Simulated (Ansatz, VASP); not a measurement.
## As: VASP beside Ansatz

The input INCAR:

```
SYSTEM = As
  PREC = Accurate
  ENCUT = 520
  EDIFF = 1E-6
  ISMEAR = -1
  SIGMA = 0.05
  LREAL = .False.
  LASPH = .True.
  NELM = 100
  ALGO = Normal
  ISIF = 2
  LWAVE = .False.
  LCHARG = .True.
  GGA = CA
  LELF = .True.
  LVHAR = .True.
  NBANDS = 12
```

File KPOINTS:

```
regular mesh
0
Gamma
  9 9 9
  0 0 0
```

POSCAR

```
As
1.0
    0.0000000000      2.8744485395      2.8744485395
    2.8744485395      0.0000000000      2.8744485395
    2.8744485395      2.8744485395      0.0000000000
As
2
Direct
   -0.1250000000     -0.1250000000     -0.1250000000
    0.1250000000      0.1250000000      0.1250000000
```

Input for Ansatz:

```yaml
crystal:
  lattice:
    - [0.0, 2.8744485395, 2.8744485395]
    - [2.8744485395, 0.0, 2.8744485395]
    - [2.8744485395, 2.8744485395, 0.0]
  atoms:
    - { symbol: As, position: [-0.125, -0.125, -0.125] }
    - { symbol: As, position: [0.125, 0.125, 0.125] }
kpoints:
  mp_grid: { grid: [9, 9, 9] }
scf:
  occupations: { method: fermi_dirac, width: 0.05 }
hamiltonian:
  xc: lda
  pseudopotentials: { kind: all_electron, lapw: { basis_error: 0.001 } }
output:
  forces: true
  stress: true
  eigenvalues: true
  populations: true
```

Alike in both runs: task single point; functional LDA; k mesh 9 × 9 × 9; occupations fermi-dirac, width 0.05 eV; no spin polarisation.

```csv
,VASP,Ansatz
version,VASP 6.6.1,Ansatz 0.2.0
potentials or method,"VASP PAW LDA potentials, release 64 (As), cutoff 520 eV","all-electron LAPW, scalar-relativistic"
```

Ansatz gave:

| Item | Value |
| --- | --- |
| pressure (GPa) | 7.2 |

What did VASP give for the same quantities?

Pressure (GPa): 7.6.

LDA's correlation is that of Perdew and Zunger in VASP and of Perdew and Wang (1992) in Ansatz. Ansatz ran all-electron here, and VASP with PAW potentials.
